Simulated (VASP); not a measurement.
# Cs (P6/mmm) in VASP: a series of runs

Cs is run at these levels: LDA; tasks: single point, relaxation of cell and atoms.

Program: VASP 6.6.1. These are calculated values, not measurements. Logs are shortened: lines on timing, memory, paths and dates and some standing lists are left out, and cuts for length are marked.

## Step 1: The cell of the first run

Symmetry: P6/mmm, No. 191, hexagonal system. The conventional cell has a = 4.946 Å, b = 4.946 Å, c = 4.637 Å, α = 90.00°, β = 90.00°, γ = 120.00°.

This isn't the form of Cs at room conditions, which is bcc.

## Step 2: Single point, LDA

Contents of INCAR:

```
PREC = Accurate
ENCUT = 500
EDIFF = 1E-6
ISMEAR = -1
SIGMA = 0.1
LREAL = False
LASPH = True
NELM = 120
ALGO = Normal
ISIF = 2
LWAVE = False
LCHARG = True
LELF = True
LVHAR = True
NBANDS = 10
GGA_COMPAT = False
```

Contents of KPOINTS:

```
Automatic mesh
0
Gamma
  9 9 8
```

Contents of POSCAR:

```
Cs
1.0
    4.9461402450      0.0000000000      0.0000000000
   -2.4730701225      4.2834831028      0.0000000000
    0.0000000000      0.0000000000      4.6371636184
Cs
1
Direct
    0.0000000000      0.0000000000      0.0000000000
```

Potentials or basis: VASP PAW LDA potentials, release 64 (Cs_sv).

Launch:

```console
> cat potpaw_LDA.64/Cs_sv/POTCAR > POTCAR
> mpirun -np 1 vasp_std > vasp.out
```

OUTCAR:

```text
PREC = Accurate
   ENCUT = 500
   EDIFF = 1E-6
   ISMEAR = -1
   LREAL = False
   LASPH = True
   NELM = 120
   ISIF = 2

 ion  position               nearest neighbor table
   1  0.000  0.000  0.000-

  LATTYP: Found a hexagonal cell.
 ALAT       =     4.9461402450
 C/A-ratio  =     0.9375317700

  Lattice vectors:

 A1 = (   4.9461402450,   0.0000000000,   0.0000000000)
 A2 = (  -2.4730701225,   4.2834831028,   0.0000000000)
 A3 = (   0.0000000000,   0.0000000000,   4.6371636184)

Analysis of symmetry for initial positions (statically):
=====================================================================
 Subroutine PRICEL returns:
 Original cell was already a primitive cell.

 Routine SETGRP: Setting up the symmetry group for a
 hexagonal supercell.

 Subroutine GETGRP returns: Found 24 space group operations
 (whereof 24 operations were pure point group operations)
 out of a pool of 24 trial point group operations.

The static configuration has the point symmetry D_6h.

Analysis of symmetry for dynamics (positions and initial velocities):
=====================================================================
 Subroutine PRICEL returns:
 Original cell was already a primitive cell.

 Routine SETGRP: Setting up the symmetry group for a
 hexagonal supercell.

 Subroutine GETGRP returns: Found 24 space group operations
 (whereof 24 operations were pure point group operations)
 out of a pool of 24 trial point group operations.

The dynamic configuration has the point symmetry D_6h.

 Subroutine INISYM returns: Found 24 space group operations
 (whereof 24 operations are pure point group operations),
 and found     1 'primitive' translations

----------------------------------------------------------------------------------------

                                     Primitive cell

  volume of cell :      98.2462

  direct lattice vectors                    reciprocal lattice vectors
     4.946140245  0.000000000  0.000000000     0.202177850  0.116727436  0.000000000
    -2.473070122  4.283483103  0.000000000     0.000000000  0.233454872  0.000000000
     0.000000000  0.000000000  4.637163618     0.000000000  0.000000000  0.215649065

  length of vectors
     4.946140245  4.946140245  4.637163618     0.233454872  0.233454872  0.215649065

  position of ions in fractional coordinates (direct lattice)
     0.000000000  0.000000000  0.000000000

  ion indices of the primitive-cell ions
   primitive index   ion index
                 1           1

----------------------------------------------------------------------------------------

 KPOINTS: Automatic mesh

Automatic generation of k-mesh.
 Grid dimensions read from file:
 generate k-points for:    9    9    8

 Generating k-lattice:

  Cartesian coordinates                     Fractional coordinates (reciprocal lattice)
     0.022464206  0.012969715  0.000000000     0.111111111  0.000000000  0.000000000
     0.000000000  0.025939430  0.000000000     0.000000000  0.111111111  0.000000000
     0.000000000  0.000000000  0.026956133     0.000000000  0.000000000  0.125000000

  Length of vectors
     0.025939430  0.025939430  0.026956133

  Shift w.r.t. Gamma in fractional coordinates (k-lattice)
     0.000000000  0.000000000  0.000000000

 Subroutine IBZKPT returns following result:
 ===========================================

 Found     60 irreducible k-points:

 Following reciprocal coordinates:
            Coordinates               Weight
  0.000000  0.000000  0.000000      1.000000
  0.111111 -0.000000  0.000000      6.000000
  0.222222  0.000000  0.000000      6.000000
  0.333333  0.000000  0.000000      6.000000
  0.444444  0.000000  0.000000      6.000000
  0.111111  0.111111  0.000000      6.000000
[... 16 lines left out ...]
  0.333333  0.222222  0.125000     24.000000
  0.333333  0.333333  0.125000      4.000000
 [... further k-points ...]
   k-points           NKPTS =     60   k-points in BZ     NKDIM =     60   number of bands    NBANDS=     10
   number of dos      NEDOS =    301   number of ions     NIONS =      1
   total plane-waves  NPLWV =  46656
   dimension x,y,z NGX =    36 NGY =   36 NGZ =   36
   dimension x,y,z NGXF=    72 NGYF=   72 NGZF=   72
   ions per type =               1
   NGX,Y,Z   is equivalent  to a cutoff of  12.10, 12.10, 12.91 a.u.
   NGXF,Y,Z  is equivalent  to a cutoff of  24.20, 24.20, 25.81 a.u.
 SYSTEM =  unknown system
   PREC   = accura    normal or accurate (medium, high low for compatibility)
   ISTART =      0    job   : 0-new  1-cont  2-samecut
   ICHARG =      2    charge: 1-file 2-atom 10-const
   ISPIN  =      1    spin polarized calculation?
   LNONCOLLINEAR =      F non collinear calculations
   LSORBIT =      F    spin-orbit coupling
   LASPH  =      T    aspherical Exc in radial PAW
   ENCUT  =  500.0 eV  36.75 Ry    6.06 a.u.   9.02  9.02  8.45*2*pi/ulx,y,z
   NELM   =    120;   NELMIN=  2; NELMDL= -5     # of ELM steps
   EDIFF  = 0.1E-05   stopping-criterion for ELM
   LREAL  =      F    real-space projection
   EDIFFG = 0.1E-04   stopping-criterion for IOM
   NSW    =      0    number of steps for IOM
   IBRION =     -1    ionic relax: 0-MD 1-quasi-New 2-CG
   NFREE  =      0    steps in history (QN), initial steepest desc. (CG)
   ISIF   =      2    stress and relaxation
   ISYM   =      2    0-nonsym 1-usesym 2-fastsym
   POTIM  = 0.5000    time-step for ionic-motion
   TEBEG  =    0.0;   TEEND  =   0.0 temperature during run
   PSTRESS=    0.0 pullay stress
   NELECT =       9.0000    total number of electrons
   NUPDOWN=      -1.0000    fix difference up-down
   EMIN   =  10.00;   EMAX   =-10.00  energy-range for DOS
   EFERMI =   0.00;   METHOD = LEGACY
   ISMEAR =    -1;   SIGMA  =   0.10  broadening in eV -4-tet -1-fermi 0-gaus
   EFERMI_NEDOS =   21; number of points for ismear=-14 and -15
   IALGO  =     38    algorithm
   IMIX   =      4    mixing-type and parameters
     AMIX     =   0.40;   BMIX     =  1.00
     AMIX_MAG =   1.60;   BMIX_MAG =  1.00
  volume/ion in A,a.u.               =      98.25       663.00
  Fermi-wavevector in a.u.,A,eV,Ry     =   0.737990  1.394599  7.410127  0.544629
  Thomas-Fermi vector in A             =   1.831804
   LORBIT       =      0    0 simple, 1 ext, 2 COOP (PROOUT), +10 PAW based schemes
   GGA     = CA    functional components
   LHFCALC =     F    Hartree Fock is set to
   AEXX    =    0.0000 exact exchange contribution
   IVDW    =     0    specifies the selected vdW correction
   LEPSILON=     F    determine dielectric tensor
   LRPA    =     F    only Hartree local field effects (RPA)
 non-spin polarized calculation
  energy-cutoff  :      500.00
  volume of cell :       98.25
 maximum number of plane-waves:      2514
 NGX is ok and might be reduce to    36
   NGX = 17   NGY = 17   NGZ = 17

 number of electron       9.0000001 magnetization

 Free energy of the ion-electron system (eV)
  ---------------------------------------------------
  ext. energy  EPLUGINS =         0.00000000
  ---------------------------------------------------
  free energy    TOTEN  =        -0.95677039 eV

  energy without entropy =       -0.91748803  energy(sigma->0) =       -0.93712921

 E-fermi :   0.7283     XC(G=0):  -5.9546

 val. band max:        0.7205839729   @ k =   0.4444   0.1111   0.0000
 cond. band min:       0.7725317736   @ k =   0.2222   0.1111   0.3750
 fundamental gap:      0.0519478008
 Fermi energy:         0.7282663227

 k-point     1 :       0.0000    0.0000    0.0000
  band No.  band energies     occupation
      1     -23.1140      2.00000
      2      -9.7957      2.00000
      3      -9.7957      2.00000
      4      -9.7816      2.00000
      5      -1.1215      2.00000
      6       1.9877      0.00001
      7       3.1792      0.00000
      8       3.1792      0.00000
      9       5.6198      0.00000
     10       5.6198      0.00000

 k-point     2 :       0.1111   -0.0000    0.0000
  band No.  band energies     occupation
      1     -23.1121      2.00000
      2      -9.8303      2.00000
      3      -9.8034      2.00000
      4      -9.7780      2.00000
      5      -0.9713      2.00000
      6       2.0555      0.00000
      7       2.8747      0.00000
      8       3.3291      0.00000
      9       5.1385      0.00000
     10       5.5701      0.00000

 k-point     3 :       0.2222    0.0000    0.0000
  band No.  band energies     occupation
      1     -23.1073      2.00000
      2      -9.9156      2.00000
      3      -9.8229      2.00000
      4      -9.7689      2.00000
      5      -0.5579      1.99999
      6       2.1834      0.00000
      7       2.3741      0.00000
      8       3.7653      0.00000
      9       4.5527      0.00000
     10       5.4519      0.00000

 k-point     4 :       0.3333    0.0000    0.0000
  band No.  band energies     occupation
      1     -23.1018      2.00000
      2     -10.0088      2.00000
      3      -9.8447      2.00000
      4      -9.7584      2.00000
      5       0.0087      1.99850
      6       1.8916      0.00002
      7       2.3280      0.00000
      8       4.1337      0.00000
      9       4.4448      0.00000
     10       5.3288      0.00000
[... 222 lines left out ...]
 k-point    22 :       0.2222    0.2222    0.1250
  band No.  band energies     occupation
      1     -23.0968      2.00000
      2     -10.0065      2.00000
      3      -9.8873      2.00000
      4      -9.8034      2.00000
      5       0.5062      1.80416
      6       1.8413      0.00003
      7       2.4909      0.00000
      8       3.4521      0.00000
      9       4.3851      0.00000
     10       4.9461      0.00000

 k-point    23 :       0.3333    0.2222    0.1250
  band No.  band energies     occupation
      1     -23.0941      2.00000
      2     -10.0267      2.00000
      3      -9.9239      2.00000
      4      -9.7976      2.00000
      5       1.0893      0.05266
      6       1.6435      0.00021
      7       2.2388      0.00000
      8       3.6577      0.00000
      9       4.0800      0.00000
     10       5.0412      0.00000

 k-point    24 :       0.3333    0.3333    0.1250
  band No.  band energies     occupation
      1     -23.0931      2.00000
      2      -9.9856      2.00000
      3      -9.9856      2.00000
      4      -9.7955      2.00000
      5       1.6049      0.00031
      6       1.6049      0.00031
      7       1.8632      0.00002
      8       3.8479      0.00000
      9       3.8479      0.00000
     10       4.7074      0.00000

 [... further k-points ...]

------------------------ aborting loop because EDIFF is reached ----------------------------------------

  FORCE on cell =-STRESS in cart. coord.  units (eV):
  Direction    XX          YY          ZZ          XY          YZ          ZX
  --------------------------------------------------------------------------------------
  -------------------------------------------------------------------------------------
  Total        0.0307964      0.0307964      0.0307310      0.0000000      0.0000000      0.0000000
  in kB        0.5022215      0.5022215      0.5011549      0.0000000      0.0000000      0.0000000
  external PRESSURE =       0.5018660 kB  Pullay stress =       0.0000000 kB

 VOLUME and BASIS-vectors are now :
 -----------------------------------------------------------------------------
  energy-cutoff  :      500.00
  volume of cell :       98.25
      direct lattice vectors                 reciprocal lattice vectors
     4.946140245  0.000000000  0.000000000     0.202177850  0.116727436  0.000000000
    -2.473070122  4.283483103  0.000000000     0.000000000  0.233454872  0.000000000
     0.000000000  0.000000000  4.637163618     0.000000000  0.000000000  0.215649065

 POSITION                                       TOTAL-FORCE (eV/Angst)
 -----------------------------------------------------------------------------------
      0.00000      0.00000      0.00000         0.000000      0.000000      0.000000
 -----------------------------------------------------------------------------------
    total drift:                                0.000000      0.000000     -0.000000

  FREE ENERGIE OF THE ION-ELECTRON SYSTEM (eV)
  ---------------------------------------------------
  free  energy   TOTEN  =        -0.9567703865 eV

  energy  without entropy=       -0.9174880265  energy(sigma->0) =       -0.93712921
```

Run time: 52 s. Hardware: 1 thread of Intel Xeon 8259CL, shared host; peak memory 0.2 GiB.

Results:

```
Free energy            : -0.9568 eV
Pressure               : 0.1 GPa
Band gap on the k mesh : zero (an odd number of electrons rules out a gap without spin polarisation)
```

Caveat: spin-orbit coupling is left out, which moves the levels of the heavy elements.

(Continued in part 2 of 2.)
